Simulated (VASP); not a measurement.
## Ta: single point with PBE

The system is Ta, a slab with vacuum.

```
Ta
1.0
     2.87529    0.00000    0.00000
    -0.95843    2.71085    0.00000
     0.00000    0.00000   20.69530
Ta
3
Direct
  0.00000 0.00000 0.39040
  0.50000 0.50000 0.50000
  0.00000 0.00000 0.60960
```

```json
{
  "Program": "VASP 6.6.1",
  "Task": "single point",
  "Functional": "PBE",
  "Potentials or basis": "VASP PAW PBE potentials, release 64 (Ta_pv)",
  "Cutoff": "400 eV",
  "k mesh": "13 × 13 × 1",
  "Occupations": "fermi-dirac, width 0.1 eV",
  "Spin": "no spin polarisation",
  "Dipole correction": "yes",
  "Electric field (eV/Å)": "0.2",
  "Further INCAR settings": "ALGO = Normal; EDIFF = 1e-06; NBANDS = 24; NELMDL = -8; EFIELD = -0.2"
}
```

| Property | Result |
| --- | --- |
| Largest force | 0.018 eV/Å |

Forces in eV/Å, atoms in the order of the input:
```
Ta   0.000  0.000 -0.006
Ta   0.000  0.000  0.018
Ta   0.000  0.000 -0.012
```

Levels at points of the mesh, in eV from the Fermi level:
| k point | band 12 | band 13 | band 14 | band 15 | band 16 | band 17 | band 18 | band 19 | band 20 | band 21 |
| --- | --- | --- | --- | --- | --- | --- | --- | --- | --- | --- |
| (0.00, 0.00, 0.00) | -4.58 | -1.56 | -0.76 | -0.43 | -0.29 | 0.27 | 0.57 | 1.01 | 1.17 | 3.16 |

Wall time 4.9 min on 1 thread of AMD EPYC 9R45 (Zen 5) (shared host), peak memory 0.23 GiB.

Caveat: spin-orbit coupling is left out, which moves the levels of the heavy elements.
